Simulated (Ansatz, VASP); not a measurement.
# Mn: VASP beside Ansatz

The input INCAR:

```
SYSTEM = Mn
PREC = Accurate
ENCUT = 520
EDIFF = 1E-6
ISMEAR = -1
SIGMA = 0.05
LREAL = .FALSE.
LASPH = .TRUE.
NELM = 150
ALGO = Normal
ISIF = 2
LWAVE = .FALSE.
LCHARG = .FALSE.
ISPIN = 2
MAGMOM = -0.6
LORBIT = 11
LMAXMIX = 4
GGA = PS
NBANDS = 16
```

File KPOINTS:

```
Automatic mesh
0
G
  18 18 18
  0 0 0
```

POSCAR

```
Mn
1.0
   -1.4315267434      1.4315267434      1.4315267434
    1.4315267434     -1.4315267434      1.4315267434
    1.4315267434      1.4315267434     -1.4315267434
Mn
1
Direct
    0.0000000000      0.0000000000      0.0000000000
```

Input for Ansatz:

```yaml
crystal:
  lattice:
    - [-1.4315267434, 1.4315267434, 1.4315267434]
    - [1.4315267434, -1.4315267434, 1.4315267434]
    - [1.4315267434, 1.4315267434, -1.4315267434]
  atoms:
    - { symbol: Mn, position: [0.0, 0.0, 0.0], spin: -0.6 }
hamiltonian:
  xc: pbesol
  pseudopotentials:
    kind: paw
    azcp:
      Mn: "pseudopotentials/Mn.paw.azcp"
basis:
  ecutwfc: 420
  fft_grid_basis: typed
kpoints:
  mp_grid: { grid: [18, 18, 18], shift: [0, 0, 0] }
magnetization:
  spin_polarized: true
scf:
  occupations: { method: fermi_dirac, width: 0.05 }
  lower_state_search: "off"
output:
  stress: true
  write_density: true
  write_potential: true
  elf: true
  volumetric_format: npy
```

Alike in both runs: task single point; functional PBEsol; k mesh 18 × 18 × 18; occupations fermi-dirac, width 0.05 eV; collinear spin.

|  | VASP | Ansatz |
| --- | --- | --- |
| version | VASP 6.6.1 | Ansatz 0.2.0 |
| potentials or method | VASP PAW PBE potentials, release 64 (Mn_pv), cutoff 520 eV | plane waves (420 eV) with PAW, scalar-relativistic |
| valence electrons in the cell | 13 | 15 |

Ansatz gave:

* pressure (GPa): -23.8
* net moment per atom (μB): 1.00
* size of the moment on the site where the two differ most (μB): 0.99

Problem. Which values does VASP return?

Solution. Pressure (GPa): -23.6; net moment per atom (μB): 1.01; size of the moment on the site where the two differ most (μB): 1.01.

VASP's potentials were made for PBE, not for PBEsol, and Ansatz warns of the same on its side. Site moments also hang on the region over which each program counts them. VASP's potentials hold 13 valence electrons a cell and Ansatz's 15, so a difference there can come from the potentials and not from the codes.
